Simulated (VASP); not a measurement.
**LiH: single point with PBE-based screened hybrid with 75 % exact exchange**

Crystal: LiH.

```xyz
2
Lattice="0.0000 2.0030 2.0030 2.0030 0.0000 2.0030 2.0030 2.0030 0.0000" Properties=species:S:1:pos:R:3 pbc="T T T"
Li    0.0000    0.0000    0.0000
H     2.0030    2.0030    2.0030
```

| Quantity | Value |
| --- | --- |
| Program | VASP 6.6.1 |
| Task | single point |
| Functional | PBE-based screened hybrid with 75 % exact exchange |
| Potentials or basis | VASP PAW PBE potentials, release 64 (Li_sv, H) |
| Cutoff | 520 eV |
| k mesh | 6 × 6 × 6 |
| Occupations | gaussian, width 0.01 eV |
| Spin | no spin polarisation |

```yaml
Band_gap_on_the_k_mesh: 5.50 eV
```

Levels at points of the mesh, in eV from the valence-band top:
```
           k point  band 1  band 2  band 3  band 4  band 5
(0.00, 0.00, 0.00)  -53.04   -7.00   20.86   21.86   21.86
(0.50, 0.00, 0.00)  -52.98   -3.15    7.48   17.71   20.32
(0.50, 0.50, 0.00)  -52.97    0.00    5.50   14.23   14.23
```

Run time: 59 s on 1 thread of Intel(R) Xeon(R) Platinum 8488C (Sapphire Rapids), on a shared host, peak memory 0.23 GiB.

Caveat: the k points lie up to 0.45 Å⁻¹ apart. A k mesh can miss the band edges.
